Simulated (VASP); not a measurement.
# Ge: relaxation of cell and atoms with LDA

Crystal: Ge.

```
CELL_PARAMETERS angstrom
0.00000 2.82877 2.82877
2.82877 0.00000 2.82877
2.82877 2.82877 0.00000
ATOMIC_POSITIONS crystal
Ge 0.50000 0.50000 0.50000
Ge 0.75000 0.75000 0.75000
```

- Program: VASP 6.6.1
- Task: relaxation of cell and atoms
- Functional: LDA
- Potentials or basis: VASP PAW LDA potentials, release 64 (Ge_d)
- Cutoff: 600 eV
- k mesh: 14 × 14 × 14
- Occupations: gaussian, width 0.1 eV
- Spin: no spin polarisation
- Dipole correction: no
- Further INCAR settings: ALGO = Normal; EDIFF = 1e-06; IBRION = 2; EDIFFG = -0.005; NSW = 100; ISIF = 3

```
Relaxed volume                        : 22.25 Å³/atom
Relaxed cell                          : a = 3.977 Å, b = 3.977 Å, c = 3.977 Å, α = 60.00°, β = 60.00°, γ = 60.00°
Space group after relaxing (to 0.1 Å) : Fd-3m (No. 227)
Energy gained by relaxing             : 1.4 meV/atom
Ionic steps                           : 3
Pressure after relaxing               : 0.0 GPa
Band gap on the k mesh                : 0.02 eV
```

Step by step:
```tsv
step	energy change (eV)	largest force (eV/Å)	pressure (GPa)	volume (Å³)
1	0.0000	0.0000	-1.12	45.27
2	-0.0024	0.0000	0.29	44.24
3	-0.0027	0.0000	0.00	44.49
```

Final structure:
```cif
data_structure
_symmetry_space_group_name_H-M 'P 1'
_symmetry_Int_Tables_number 1
_cell_length_a 3.9774
_cell_length_b 3.9774
_cell_length_c 3.9774
_cell_angle_alpha 60.000
_cell_angle_beta 60.000
_cell_angle_gamma 60.000
_cell_volume 44.49
loop_
_atom_site_label
_atom_site_type_symbol
_atom_site_fract_x
_atom_site_fract_y
_atom_site_fract_z
_atom_site_occupancy
Ge1 Ge 0.50000 0.50000 0.50000 1
Ge2 Ge 0.75000 0.75000 0.75000 1
```

Levels at points of the mesh, in eV from the valence-band top:
```
           k point  band 12  band 13  band 14  band 15  band 16  band 17
(0.00, 0.00, 0.00)     0.00     0.00     0.00     0.02     2.54     2.54
(0.50, 0.00, 0.00)    -7.72    -1.43    -1.43     0.12     3.73     3.73
(0.50, 0.50, 0.00)    -8.99    -3.14    -3.14     0.64     0.64     9.55
```

It took 3.1 min on 1 thread of Intel Xeon 8259CL, on a shared host, peak memory 0.22 GiB.

Caveat: the smearing spreads over this small gap. A k mesh can miss the band edges.
